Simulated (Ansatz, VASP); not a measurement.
**GeIrRu3: VASP beside Ansatz**

```
CELL_PARAMETERS angstrom
5.16840 0.00000 0.00000
-2.58420 4.47596 0.00000
0.00000 0.00000 4.68515
ATOMIC_POSITIONS crystal
Ge 0.00000 0.00000 0.50000
Ru 0.50000 0.00000 0.00000
Ru 0.00000 0.50000 0.00000
Ru 0.50000 0.50000 0.00000
Ir 0.00000 0.00000 0.00000
```

Alike in both runs: task single point; functional PBE; k mesh 6 × 6 × 4; occupations gaussian, width 0.1 eV; collinear spin.

|  | VASP | Ansatz |
| --- | --- | --- |
| version | VASP 6.6.1 | Ansatz 0.2.0 |
| potentials or method | VASP PAW PBE potentials, release 64 (Ge_d, Ru_pv, Ir), cutoff 520 eV | scalar-relativistic, plane waves, PAW |
| valence electrons in the cell | 65 | 79 |

Ansatz gave:

* gap on the k mesh at the Fermi level (eV): none
* pressure (GPa): 1.5
* traceless stress, the component that is largest in VASP (GPa): -1.59
* net moment per atom (μB): 0.64
* size of the moment on the site where the two differ most (μB): 0.82

Task: What did VASP give for the same quantities?

Result: gap on the k mesh at the Fermi level (eV): none; pressure (GPa): 1.6; traceless stress, the component that is largest in VASP (GPa): -1.58; net moment per atom (μB): 0.64; size of the moment on the site where the two differ most (μB): 0.89.

Site moments also hang on the region over which each program counts them. A gap of «none» marks a metal or a gap that the smearing closes. VASP's potentials hold 65 valence electrons a cell and Ansatz's 79, so a difference there can come from the potentials and not from the codes.

Spin-orbit coupling is off throughout.
